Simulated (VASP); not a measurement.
Wanted: the native input for a VASP 6.6.1 run.

* Task: single point
* Functional: PBEsol
* Potentials or basis: VASP PAW PBE potentials, release 64 (Ir_sv_GW)
* Cutoff: 500 eV
* k mesh: 9 × 9 × 9
* Occupations: fermi-dirac, width 0.1 eV
* Spin: no spin polarisation
* Dipole correction: no
* Second run: valence_matched
* Further INCAR settings: ALGO = Normal; EDIFF = 1e-06; NBANDS = 14

The structure of Ir lies in POSCAR:

```
Ir
1.0
    2.7076288799      0.0000000000      0.0000000000
    1.3538144399      2.3448753940      0.0000000000
    1.3538144399      0.7816251313      2.2107697228
Ir
1
Direct
    0.0000000000      0.0000000000      0.0000000000
```

One way to write it, as run:

INCAR

```
SYSTEM = Ir
ALGO = Normal ; EDIFF = 1E-6
ENCUT = 500 ; GGA = PS
GGA_COMPAT = .False. ; ISIF = 2
ISMEAR = -1 ; LASPH = .True.
LCHARG = .False. ; LREAL = .False.
LWAVE = .False. ; NBANDS = 14
NELM = 120 ; PREC = Accurate
SIGMA = 0.1
```

KPOINTS

```
k-points
0
Gamma
  9 9 9
  0 0 0
```

Potentials or basis: VASP PAW PBE potentials, release 64 (Ir_sv_GW).

Command:

```sh
$ cat potpaw_PBE.64/Ir_sv_GW/POTCAR > POTCAR
$ mpirun -np 1 vasp_std > vasp.out
```

It gave:

```yaml
Pressure: -3.3 GPa
```

Caveat: the PAW data sets were made with another functional, which shifts forces and pressure a little.

Wall time 8 s on 1 thread of Intel(R) Xeon(R) Platinum 8259CL CPU @ 2.50GHz (Skylake/Cascade Lake), on a shared host, peak memory 0.13 GiB.
